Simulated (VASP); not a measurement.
Here is a VASP 6.6.1 calculation.

Contents of INCAR:

```
SYSTEM = Hg4Te5
PREC = Accurate
ENCUT = 520
EDIFF = 1E-6
ISMEAR = 0
SIGMA = 0.1
LREAL = .False.
LASPH = .True.
NELM = 100
ALGO = Normal
ISIF = 2
LWAVE = .False.
LCHARG = .True.
LDIPOL = .True.
IDIPOL = 3
DIPOL = 0.5 0.5 0.500
GGA = PS
LELF = .True.
LVHAR = .True.
LVACPOTAV = .True.
NBANDS = 49
```

File KPOINTS:

```
regular mesh
0
Gamma
  8 8 1
  0 0 0
```

File POSCAR:

```
Hg4Te5
1.0
    4.6045185716      0.0000000000      0.0000000000
    0.0000000000      4.6045185716      0.0000000000
    0.0000000000      0.0000000000     28.0235452243
Te Hg
5 4
Direct
    0.5000000000      0.0000000000      0.2709818199
    0.0000000000      0.5000000000      0.3851270571
    0.5000000000      0.0000000000      0.5000000006
    0.0000000000      0.5000000000      0.6148729448
    0.5000000000      0.0000000000      0.7290181814
    0.5000000000      0.5000000000      0.3238926997
    0.0000000000      0.0000000000      0.4415461290
    0.5000000000      0.5000000000      0.5584538658
    0.0000000000      0.0000000000      0.6761073019
```

Potentials or basis: VASP PAW PBE potentials, release 64 (Te, Hg).

Run with:

```bash
$ cat potpaw_PBE.64/Te/POTCAR potpaw_PBE.64/Hg/POTCAR > POTCAR
$ mpirun -np 1 vasp_std > vasp.out
```

(1) What does it give for the largest force?

(2) What does it give for the band gap on the k mesh?

Results:

(1) 0.029 eV/Å.

(2) zero (bands 39 and 40 overlap by 1.26 eV).

Caveat: the PAW data sets were made with another functional, which shifts forces and pressure a little; spin-orbit coupling is left out, which moves the levels of the heavy elements.
